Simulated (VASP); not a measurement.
# BaTiO3: single point with PBE

BaTiO3:

```
Ba Ti O
1.0
     3.99410    0.00000    0.00000
     0.00000    3.99410    0.00000
     0.00000    0.00000    3.99410
Ba Ti O
1 1 3
Direct
  0.50000 0.50000 0.50000
  0.00000 0.00000 0.00000
  0.50000 0.00000 0.00000
  0.00000 0.50000 0.00000
  0.00000 0.00000 0.50000
```

* Program: VASP 6.6.1
* Task: single point
* Functional: PBE
* Potentials or basis: VASP PAW PBE potentials, release 64 (Ba_sv, Ti_sv, O)
* Cutoff: 520 eV
* k mesh: 6 × 6 × 6
* Occupations: gaussian, width 0.01 eV
* Spin: no spin polarisation

* Pressure: 5.0 GPa
* Band gap on the k mesh: 1.76 eV, indirect (least direct gap 1.90 eV)

Levels at points of the mesh, in eV from the valence-band top:
```
           k point  band 16  band 17  band 18  band 19  band 20  band 21  band 22  band 23  band 24  band 25
(0.00, 0.00, 0.00)    -1.10    -1.10    -0.14    -0.14    -0.14     1.76     1.76     1.76     3.95     3.95
(0.50, 0.00, 0.00)    -1.94    -1.84    -1.84    -0.71    -0.71     1.92     3.52     3.52     3.95     5.99
(0.50, 0.50, 0.00)    -2.71    -1.72    -0.87    -0.87    -0.09     3.52     3.52     3.94     4.81     7.74
(0.50, 0.50, 0.50)    -2.40    -2.40     0.00     0.00     0.00     4.20     4.20     4.20     6.75     6.75
```

It took 30 s on 1 thread of Intel(R) Xeon(R) Platinum 8488C (Sapphire Rapids) (shared host), peak memory 0.19 GiB.

Caveat: spin-orbit coupling is left out, which moves the levels of the heavy elements. As with any semilocal functional, this PBE gap is likely too small.
